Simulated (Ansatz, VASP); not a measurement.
One calculation of RbCl, two programs

File INCAR:

```
SYSTEM = RbCl
PREC = Accurate
ENCUT = 450
EDIFF = 1E-7
ISMEAR = -1
SIGMA = 0.02
LREAL = .False.
LASPH = .True.
NELM = 120
ALGO = Normal
ISIF = 2
LWAVE = .False.
LCHARG = .False.
GGA = PE
IBRION = 2
NSW = 80
EDIFFG = -0.02
GGA_COMPAT = .False.
NELMIN = 4
```

The input KPOINTS:

```
regular mesh
0
Gamma
  7 7 7
  0 0 0
```

POSCAR

```
RbCl
1.0
    0.0000000000      3.2740000000      3.2740000000
    3.2740000000      0.0000000000      3.2740000000
    3.2740000000      3.2740000000      0.0000000000
Rb Cl
1 1
Direct
    0.0000000000      0.0000000000      0.0000000000
    0.5000000000      0.5000000000      0.5000000000
```

Input for Ansatz:

```yaml
crystal:
  lattice:
    - [0.0, 3.274, 3.274]
    - [3.274, 0.0, 3.274]
    - [3.274, 3.274, 0.0]
  atoms:
    - { symbol: Rb, position: [0.0, 0.0, 0.0] }
    - { symbol: Cl, position: [0.5, 0.5, 0.5] }
kpoints:
  mp_grid: { grid: [7, 7, 7] }
scf:
  occupations: { method: fermi_dirac, width: 0.02 }
hamiltonian:
  xc: pbe
  pseudopotentials: { kind: paw }
output:
  forces: true
  stress: true
  populations: true
  efg:
    quadrupole_moments_barn: { Rb: 0.1335, Cl: -0.08112 }
    contact_densities: true
relax:
  f_tol: 0.02
  max_steps: 60
```

Alike in both runs: task relaxation of the atoms; functional PBE; k mesh 7 × 7 × 7; occupations fermi-dirac, width 0.02 eV; no spin polarisation.

|  | VASP | Ansatz |
| --- | --- | --- |
| version | VASP 6.6.1 | Ansatz 0.2.0 |
| potentials or method | VASP PAW PBE potentials, release 64 (Rb_sv, Cl) | plane-wave PAW, scalar-relativistic |
| plane-wave cutoff (eV) | 450 | 420 |
| valence electrons in the cell | 16 | 16 |

|  | VASP | Ansatz | Ansatz less VASP |
| --- | --- | --- | --- |
| gap on the k mesh at the Fermi level, each at its own relaxed structure (eV) | 5.05 | 5.05 | +0.004 |

Ansatz's warnings: stress scf threshold loose.

Noted on VASP's run: the relaxation stopped at its first step, so nothing moved.
